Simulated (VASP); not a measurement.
# AlN (F-43m) in VASP: notebook

The runs below take AlN through single point, relaxation of cell and atoms, with PBE.

Everything below comes from runs of VASP 6.6.1. Logs are shortened: lines on timing, memory, paths and dates and some standing lists are left out, and cuts for length are marked.

**1. The cell of the first run**

The structure is cubic, space group F-43m (No. 216). The conventional cell has a = 4.490 Å, b = 4.490 Å, c = 4.490 Å, α = 90.00°, β = 90.00°, γ = 90.00°. Within 2.6 Å of Al (site symmetry -43m) lie 4 N at 1.94 Å. N (site symmetry -43m) has 4 Al at 1.94 Å within 2.6 Å.

**2. Single point, PBE (volume scaled by 1.06)**

File INCAR:

```
SYSTEM = AlN
ALGO     = Normal         ! electronic algorithm
EDIFF    = 1E-6           ! SCF threshold, eV
ENCUT    = 600            ! plane-wave cutoff, eV
GGA      = PE             ! functional
GGA_COMPAT= .FALSE.      
ISIF     = 2              ! what is computed and relaxed
ISMEAR   = 0              ! smearing method
LASPH    = .TRUE.         ! aspherical terms in the spheres
LCHARG   = .FALSE.        ! write CHGCAR
LREAL    = .FALSE.        ! projectors in reciprocal space
LWAVE    = .FALSE.        ! write WAVECAR
NBANDS   = 11             ! bands
NELM     = 120            ! most SCF steps
PREC     = Accurate       ! precision mode
SIGMA    = 0.02           ! smearing width, eV
```

File KPOINTS:

```
k-points
0
G
  10 10 10
  0 0 0
```

File POSCAR:

```
AlN
1.0
    0.0000000000      2.2448038096      2.2448038096
    2.2448038096      0.0000000000      2.2448038096
    2.2448038096      2.2448038096      0.0000000000
Al N
1 1
Direct
    0.0000000000      0.0000000000      0.0000000000
    0.7500000000      0.7500000000      0.7500000000
```

Potentials or basis: VASP PAW PBE potentials, release 64 (Al, N).

Started as:

```sh
$ cat potpaw_PBE.64/Al/POTCAR potpaw_PBE.64/N/POTCAR > POTCAR
$ mpirun -np 1 vasp_std > vasp.out
```

OUTCAR:

```text
SYSTEM = AlN
   EDIFF = 1E-6
   ENCUT = 600
   GGA = PE
   ISIF = 2
   ISMEAR = 0
   LASPH = .TRUE.
   LREAL = .FALSE.
   NELM = 120
   PREC = Accurate

 ion  position               nearest neighbor table
   1  0.000  0.000  0.000-   2 1.94   2 1.94   2 1.94   2 1.94
   2  0.750  0.750  0.750-   1 1.94   1 1.94   1 1.94   1 1.94

  LATTYP: Found a face centered cubic cell.
 ALAT       =     4.4896076192

  Lattice vectors:

 A1 = (   0.0000000000,   2.2448038096,   2.2448038096)
 A2 = (   2.2448038096,   0.0000000000,   2.2448038096)
 A3 = (   2.2448038096,   2.2448038096,   0.0000000000)

Analysis of symmetry for initial positions (statically):
=====================================================================
 Subroutine PRICEL returns:
 Original cell was already a primitive cell.

 Routine SETGRP: Setting up the symmetry group for a
 face centered cubic supercell.

 Subroutine GETGRP returns: Found 24 space group operations
 (whereof 24 operations were pure point group operations)
 out of a pool of 48 trial point group operations.

The static configuration has the point symmetry T_d .

Analysis of symmetry for dynamics (positions and initial velocities):
=====================================================================
 Subroutine PRICEL returns:
 Original cell was already a primitive cell.

 Routine SETGRP: Setting up the symmetry group for a
 face centered cubic supercell.

 Subroutine GETGRP returns: Found 24 space group operations
 (whereof 24 operations were pure point group operations)
 out of a pool of 48 trial point group operations.

The dynamic configuration has the point symmetry T_d .

 Subroutine INISYM returns: Found 24 space group operations
 (whereof 24 operations are pure point group operations),
 and found     1 'primitive' translations

----------------------------------------------------------------------------------------

                                     Primitive cell

  volume of cell :      22.6238

  direct lattice vectors                    reciprocal lattice vectors
     0.000000000  2.244803810  2.244803810    -0.222736614  0.222736614  0.222736614
     2.244803810  0.000000000  2.244803810     0.222736614 -0.222736614  0.222736614
     2.244803810  2.244803810  0.000000000     0.222736614  0.222736614 -0.222736614

  length of vectors
     3.174631992  3.174631992  3.174631992     0.385791132  0.385791132  0.385791132

  position of ions in fractional coordinates (direct lattice)
     0.000000000  0.000000000  0.000000000
     0.750000000  0.750000000  0.750000000

  ion indices of the primitive-cell ions
   primitive index   ion index
                 1           1
                 2           2

----------------------------------------------------------------------------------------

 KPOINTS: k-points

Automatic generation of k-mesh.
 Grid dimensions read from file:
 generate k-points for:   10   10   10

 Generating k-lattice:

  Cartesian coordinates                     Fractional coordinates (reciprocal lattice)
    -0.022273661  0.022273661  0.022273661     0.100000000  0.000000000  0.000000000
     0.022273661 -0.022273661  0.022273661     0.000000000  0.100000000  0.000000000
     0.022273661  0.022273661 -0.022273661     0.000000000  0.000000000  0.100000000

  Length of vectors
     0.038579113  0.038579113  0.038579113

  Shift w.r.t. Gamma in fractional coordinates (k-lattice)
     0.000000000  0.000000000  0.000000000

 Subroutine IBZKPT returns following result:
 ===========================================

 Found     47 irreducible k-points:

 Following reciprocal coordinates:
            Coordinates               Weight
  0.000000  0.000000  0.000000      1.000000
  0.100000  0.000000  0.000000      8.000000
  0.200000  0.000000  0.000000      8.000000
  0.300000  0.000000  0.000000      8.000000
  0.400000  0.000000  0.000000      8.000000
  0.500000  0.000000  0.000000      4.000000
[... 16 lines left out ...]
  0.300000  0.300000  0.000000      6.000000
  0.400000  0.300000  0.000000     24.000000
 [... further k-points ...]
   k-points           NKPTS =     47   k-points in BZ     NKDIM =     47   number of bands    NBANDS=     11
   number of dos      NEDOS =    301   number of ions     NIONS =      2
   total plane-waves  NPLWV =  21952
   dimension x,y,z NGX =    28 NGY =   28 NGZ =   28
   dimension x,y,z NGXF=    56 NGYF=   56 NGZF=   56
   ions per type =               1   1
   NGX,Y,Z   is equivalent  to a cutoff of  14.66, 14.66, 14.66 a.u.
   NGXF,Y,Z  is equivalent  to a cutoff of  29.33, 29.33, 29.33 a.u.
 SYSTEM =  AlN
   PREC   = accura    normal or accurate (medium, high low for compatibility)
   ISTART =      0    job   : 0-new  1-cont  2-samecut
   ICHARG =      2    charge: 1-file 2-atom 10-const
   ISPIN  =      1    spin polarized calculation?
   LNONCOLLINEAR =      F non collinear calculations
   LSORBIT =      F    spin-orbit coupling
   LASPH  =      T    aspherical Exc in radial PAW
   ENCUT  =  600.0 eV  44.10 Ry    6.64 a.u.   6.34  6.34  6.34*2*pi/ulx,y,z
   NELM   =    120;   NELMIN=  2; NELMDL= -5     # of ELM steps
   EDIFF  = 0.1E-05   stopping-criterion for ELM
   LREAL  =      F    real-space projection
   EDIFFG = 0.1E-04   stopping-criterion for IOM
   NSW    =      0    number of steps for IOM
   IBRION =     -1    ionic relax: 0-MD 1-quasi-New 2-CG
   NFREE  =      0    steps in history (QN), initial steepest desc. (CG)
   ISIF   =      2    stress and relaxation
   ISYM   =      2    0-nonsym 1-usesym 2-fastsym
   POTIM  = 0.5000    time-step for ionic-motion
   TEBEG  =    0.0;   TEEND  =   0.0 temperature during run
   PSTRESS=    0.0 pullay stress
   NELECT =       8.0000    total number of electrons
   NUPDOWN=      -1.0000    fix difference up-down
   EMIN   =  10.00;   EMAX   =-10.00  energy-range for DOS
   EFERMI =   0.00;   METHOD = LEGACY
   ISMEAR =     0;   SIGMA  =   0.02  broadening in eV -4-tet -1-fermi 0-gaus
   EFERMI_NEDOS =   21; number of points for ismear=-14 and -15
   IALGO  =     38    algorithm
   IMIX   =      4    mixing-type and parameters
     AMIX     =   0.40;   BMIX     =  1.00
     AMIX_MAG =   1.60;   BMIX_MAG =  1.00
  volume/ion in A,a.u.               =      11.31        76.34
  Fermi-wavevector in a.u.,A,eV,Ry     =   1.157666  2.187671 18.234385  1.340189
  Thomas-Fermi vector in A             =   2.294275
   LORBIT       =      0    0 simple, 1 ext, 2 COOP (PROOUT), +10 PAW based schemes
   GGA     = PE    functional components
   LHFCALC =     F    Hartree Fock is set to
   AEXX    =    0.0000 exact exchange contribution
   IVDW    =     0    specifies the selected vdW correction
   LEPSILON=     F    determine dielectric tensor
   LRPA    =     F    only Hartree local field effects (RPA)
 non-spin polarized calculation
 Gauss-broadening in eV      SIGMA  =   0.02
  energy-cutoff  :      600.00
  volume of cell :       22.62
 maximum number of plane-waves:       769
 NGX is ok and might be reduce to    28
   NGX = 13   NGY = 13   NGZ = 13

 number of electron       8.0000001 magnetization

 Free energy of the ion-electron system (eV)
  ---------------------------------------------------
  ext. energy  EPLUGINS =         0.00000000
  ---------------------------------------------------
  free energy    TOTEN  =       -14.80535432 eV

  energy without entropy =      -14.80535432  energy(sigma->0) =      -14.80535432

 E-fermi :   5.3310     XC(G=0): -10.5795

 val. band max:        5.2182410803   @ k =   0.0000   0.0000   0.0000
 cond. band min:       8.4892188990   @ k =   0.5000   0.5000   0.0000
 fundamental gap:      3.2709778187
 Fermi energy:         5.3309691029

 k-point     1 :       0.0000    0.0000    0.0000
  band No.  band energies     occupation
      1      -9.3012      2.00000
      2       5.2182      2.00000
      3       5.2182      2.00000
      4       5.2182      2.00000
      5       8.7043      0.00000
      6      16.9838      0.00000
      7      16.9838      0.00000
      8      16.9838      0.00000
      9      22.2567      0.00000
     10      22.2567      0.00000
     11      23.5069      0.00000

 k-point     2 :       0.1000    0.0000    0.0000
  band No.  band energies     occupation
      1      -9.1687      2.00000
      2       4.4048      2.00000
      3       5.1677      2.00000
      4       5.1677      2.00000
      5       9.3891      0.00000
      6      16.5991      0.00000
      7      17.1078      0.00000
      8      17.1078      0.00000
      9      21.0642      0.00000
     10      21.0642      0.00000
     11      22.7563      0.00000

 k-point     3 :       0.2000    0.0000    0.0000
  band No.  band energies     occupation
      1      -8.7935      2.00000
      2       2.8685      2.00000
      3       5.0414      2.00000
      4       5.0414      2.00000
      5      10.5128      0.00000
      6      15.8265      0.00000
      7      17.0981      0.00000
      8      17.0981      0.00000
      9      20.5085      0.00000
     10      20.5085      0.00000
     11      21.8674      0.00000

 k-point     4 :       0.3000    0.0000    0.0000
  band No.  band energies     occupation
      1      -8.2540      2.00000
      2       1.3336      2.00000
      3       4.8970      2.00000
      4       4.8970      2.00000
      5      11.3443      0.00000
      6      15.1363      0.00000
      7      16.5721      0.00000
      8      16.5721      0.00000
      9      21.4041      0.00000
     10      21.4041      0.00000
     11      21.5838      0.00000
[... 239 lines left out ...]
 k-point    22 :      -0.2000    0.2000    0.0000
  band No.  band energies     occupation
      1      -8.0766      2.00000
      2       1.6048      2.00000
      3       3.6163      2.00000
      4       4.9625      2.00000
      5      12.1529      0.00000
      6      14.5522      0.00000
      7      15.8849      0.00000
      8      17.1023      0.00000
      9      19.5278      0.00000
     10      22.6455      0.00000
     11      25.6164      0.00000

 k-point    23 :       0.3000    0.3000    0.0000
  band No.  band energies     occupation
      1      -7.9173      2.00000
      2       1.8074      2.00000
      3       4.0409      2.00000
      4       4.0409      2.00000
      5      10.2794      0.00000
      6      14.3113      0.00000
      7      16.2998      0.00000
      8      18.8000      0.00000
      9      18.8000      0.00000
     10      24.7991      0.00000
     11      27.5768      0.00000

 k-point    24 :       0.4000    0.3000    0.0000
  band No.  band energies     occupation
      1      -7.5112      2.00000
      2       1.2315      2.00000
      3       3.6044      2.00000
      4       3.8842      2.00000
      5       9.9468      0.00000
      6      14.1800      0.00000
      7      16.5532      0.00000
      8      18.9164      0.00000
      9      19.3682      0.00000
     10      25.6020      0.00000
     11      27.3605      0.00000

 [... further k-points ...]
[... 5 lines left out ...]
  --------------------------------------------------------------------------------------
  -------------------------------------------------------------------------------------
  Total       -1.4713051     -1.4713051     -1.4713051      0.0000000      0.0000000     -0.0000000
  in kB     -104.1953079   -104.1953079   -104.1953079      0.0000000      0.0000000     -0.0000000
  external PRESSURE =    -104.1953079 kB  Pullay stress =       0.0000000 kB

 VOLUME and BASIS-vectors are now :
 -----------------------------------------------------------------------------
  energy-cutoff  :      600.00
  volume of cell :       22.62
      direct lattice vectors                 reciprocal lattice vectors
     0.000000000  2.244803810  2.244803810    -0.222736614  0.222736614  0.222736614
     2.244803810  0.000000000  2.244803810     0.222736614 -0.222736614  0.222736614
     2.244803810  2.244803810  0.000000000     0.222736614  0.222736614 -0.222736614

 POSITION                                       TOTAL-FORCE (eV/Angst)
 -----------------------------------------------------------------------------------
      0.00000      0.00000      0.00000         0.000000      0.000000      0.000000
      3.36721      3.36721      3.36721        -0.000000     -0.000000     -0.000000
 -----------------------------------------------------------------------------------
    total drift:                               -0.000000     -0.000000     -0.000000

  FREE ENERGIE OF THE ION-ELECTRON SYSTEM (eV)
  ---------------------------------------------------
  free  energy   TOTEN  =       -14.8053543174 eV

  energy  without entropy=      -14.8053543174  energy(sigma->0) =      -14.80535432
```

It took 14 s on 1 thread of Intel Xeon Platinum 8488C (Sapphire Rapids), shared host; peak memory 0.15 GiB.

What came out:

* Free energy: -14.8054 eV
* Pressure: -10.4 GPa
* Band gap on the k mesh: 3.27 eV, indirect (least direct gap 3.49 eV)

Caveat: the cell differs from its parent crystal (volume scaled by 1.06). A k mesh can miss the band edges.

**3. Single point, PBE**

This run uses another cell than the first one, of 10.67 Å³/atom, 0.943 times its volume.

File INCAR:

```
SYSTEM = AlN
PREC = Accurate
ENCUT = 600
EDIFF = 1E-6
ISMEAR = 0
SIGMA = 0.02
LREAL = .False.
LASPH = .True.
NELM = 120
ALGO = Normal
ISIF = 2
LWAVE = .False.
LCHARG = .False.
GGA = PE
NBANDS = 11
GGA_COMPAT = .False.
```

File KPOINTS:

```
regular mesh
0
Gamma
  10 10 10
  0 0 0
```

File POSCAR:

```
AlN
1.0
    0.0000000000      2.2016237539      2.2016237539
    2.2016237539      0.0000000000      2.2016237539
    2.2016237539      2.2016237539      0.0000000000
Al N
1 1
Direct
    0.0000000000      0.0000000000      0.0000000000
    0.7500000000      0.7500000000      0.7500000000
```

Potentials or basis: VASP PAW PBE potentials, release 64 (Al, N).

Started as:

```sh
$ cat potpaw_PBE.64/Al/POTCAR potpaw_PBE.64/N/POTCAR > POTCAR
$ mpirun -np 1 vasp_std > vasp.out
```

It took 13 s on 1 thread of Intel Xeon Platinum 8488C (Sapphire Rapids), shared host; peak memory 0.15 GiB.

It converged, with:

```yaml
Free_energy: -14.8489 eV
Pressure: -0.4 GPa
Band_gap_on_the_k_mesh: 3.31 eV, indirect (least direct gap 3.98 eV)
```

Levels at points of the mesh, in eV from the valence-band top:
```
           k point  band 2  band 3  band 4  band 5  band 6  band 7
(0.00, 0.00, 0.00)    0.00    0.00    0.00    3.98   12.32   12.32
(0.50, 0.00, 0.00)   -5.75   -0.48   -0.48    7.16    9.70   11.00
(0.50, 0.50, 0.00)   -4.83   -1.75   -1.75    3.31    8.47   13.64
```

A k mesh can miss the band edges. Expect the measured gap to be larger: semilocal functionals such as PBE lack the derivative discontinuity.

**4. Single point, PBE (volume scaled by 1.10)**

File INCAR:

```
SYSTEM = AlN
PREC = Accurate
ENCUT = 600
EDIFF = 1E-6
ISMEAR = 0
SIGMA = 0.02
LREAL = .FALSE.
LASPH = .TRUE.
NELM = 120
ALGO = Normal
ISIF = 2
LWAVE = .FALSE.
LCHARG = .FALSE.
GGA = PE
NBANDS = 11
GGA_COMPAT = .FALSE.
```

File KPOINTS:

```
Automatic mesh
0
G
  10 10 10
  0 0 0
```

File POSCAR:

```
AlN
1.0
    0.0000000000      2.2726924228      2.2726924228
    2.2726924228      0.0000000000      2.2726924228
    2.2726924228      2.2726924228      0.0000000000
Al N
1 1
Direct
    0.0000000000      0.0000000000      0.0000000000
    0.7500000000      0.7500000000      0.7500000000
```

Started as:

```sh
$ cat potpaw_PBE.64/Al/POTCAR potpaw_PBE.64/N/POTCAR > POTCAR
$ mpirun -np 1 vasp_std > vasp.out
```

It took 13 s on 1 thread of Intel Xeon Platinum 8488C (Sapphire Rapids), shared host; peak memory 0.16 GiB.

Results (log left out):

```yaml
Free_energy: -14.7366 eV
Pressure: -15.6 GPa
Band_gap_on_the_k_mesh: 3.18 eV, direct
```

Levels at points of the mesh, in eV from the valence-band top:
```
           k point  band 1  band 2  band 3  band 4  band 5  band 6  band 7  band 8
(0.00, 0.00, 0.00)  -14.32    0.00    0.00    0.00    3.18   11.42   11.42   11.42
(0.50, 0.00, 0.00)  -12.61   -5.37   -0.46   -0.46    6.32    9.07   10.41   10.41
(0.50, 0.50, 0.00)  -12.08   -4.56   -1.65   -1.65    3.25    7.88   12.46   14.29
```

Caveat: the cell differs from its parent crystal (volume scaled by 1.10).

**5. Relaxation of cell and atoms, PBE**

This run uses another cell than the first one, of 14.35 Å³/atom, 1.268 times its volume.

File INCAR:

```
SYSTEM = AlN
PREC     = Accurate       ! precision mode
ENCUT    = 600            ! plane-wave cutoff, eV
EDIFF    = 1E-7           ! SCF threshold, eV
ISMEAR   = 0              ! smearing method
SIGMA    = 0.15           ! smearing width, eV
LREAL    = .False.        ! projectors in reciprocal space
LASPH    = .True.         ! aspherical terms in the spheres
NELM     = 120            ! most SCF steps
ALGO     = Normal         ! electronic algorithm
ISIF     = 3              ! what is computed and relaxed
LWAVE    = .False.        ! write WAVECAR
LCHARG   = .False.        ! write CHGCAR
GGA      = PE             ! functional
IBRION   = 2              ! ionic algorithm
NSW      = 36             ! ionic steps
EDIFFG   = -0.08          ! ionic threshold
GGA_COMPAT= .False.      
NELMIN   = 4
```

File KPOINTS:

```
regular mesh
0
Gamma
  5 5 5
  0 0 0
```

File POSCAR:

```
AlN
1.0
    0.0000000000      2.4299231100      2.4299231100
    2.4299231100      0.0000000000      2.4299231100
    2.4299231100      2.4299231100      0.0000000000
Al N
1 1
Direct
    0.0000000000      0.0000000000      0.0000000000
    0.7500000000      0.7500000000      0.7500000000
```

Started as:

```sh
$ cat potpaw_PBE.64/Al/POTCAR potpaw_PBE.64/N/POTCAR > POTCAR
$ mpirun -np 1 vasp_std > vasp.out
```

Wall time 13 s (1 thread of Intel Xeon Platinum 8488C (Sapphire Rapids), shared host); peak memory 0.15 GiB.

Results (log left out):

```
Free energy                            : -14.8503 eV
Relaxed volume                         : 10.68 Å³/atom
Relaxed cell                           : a = 3.114 Å, b = 3.114 Å, c = 3.114 Å, α = 60.00°, β = 60.00°, γ = 60.00°
Space group after relaxing (to 0.05 Å) : F-43m (No. 216)
Energy gained by relaxing              : 471.5 meV/atom
Ionic steps                            : 3
Pressure after relaxing                : -0.5 GPa
Band gap on the k mesh                 : 3.86 eV, indirect (least direct gap 3.98 eV)
```

The path:
| step | energy change (eV) | largest force (eV/Å) | pressure (GPa) | volume (Å³) |
| --- | --- | --- | --- | --- |
| 1 | 0.0000 | 0.0000 | -31.69 | 28.70 |
| 2 | -0.6485 | 0.0000 | 37.21 | 18.45 |
| 3 | -0.9430 | 0.0000 | -0.50 | 21.36 |

Final structure:
```
Al N
1.0
     0.00000    2.20214    2.20214
     2.20214    0.00000    2.20214
     2.20214    2.20214    0.00000
Al N
1 1
Direct
  0.00000 0.00000 0.00000
  0.75000 0.75000 0.75000
```

Levels at points of the mesh, in eV from the valence-band top:
| k point | band 2 | band 3 | band 4 | band 5 | band 6 | band 7 |
| --- | --- | --- | --- | --- | --- | --- |
| (0.00, 0.00, 0.00) | 0.00 | 0.00 | 0.00 | 3.98 | 12.31 | 12.31 |

Caveat: the k points lie up to 0.49 Å⁻¹ apart in the final cell; the volume moved by over 15 % at a fixed basis, so the end points are rough.

**6. Summary**

```csv
task,cell,k mesh,smearing,gap on the mesh (eV),pressure (GPa)
single point,"a = 3.175 Å, angles 60.0°, 2 atoms",10 × 10 × 10,gaussian 0.02 eV,3.27,-10.4
single point,"a = 3.114 Å, angles 60.0°, 2 atoms",10 × 10 × 10,gaussian 0.02 eV,3.31,-0.4
single point,"a = 3.214 Å, angles 60.0°, 2 atoms",10 × 10 × 10,gaussian 0.02 eV,3.18,-15.6
relaxation of cell and atoms,"relaxed from a = 3.436 Å, angles 60.0°, 2 atoms",5 × 5 × 5,gaussian 0.15 eV,3.86,-0.5
```

Alike in all rows: level PBE; potentials or basis VASP PAW PBE potentials, release 64 (Al, N); no spin polarisation; cutoff (eV) 600.

Caveats: some runs use coarse meshes; the volume moved by over 15 % at a fixed basis, so the end points are rough (some runs).

Absolute energies hang on the potentials; compare differences alone.
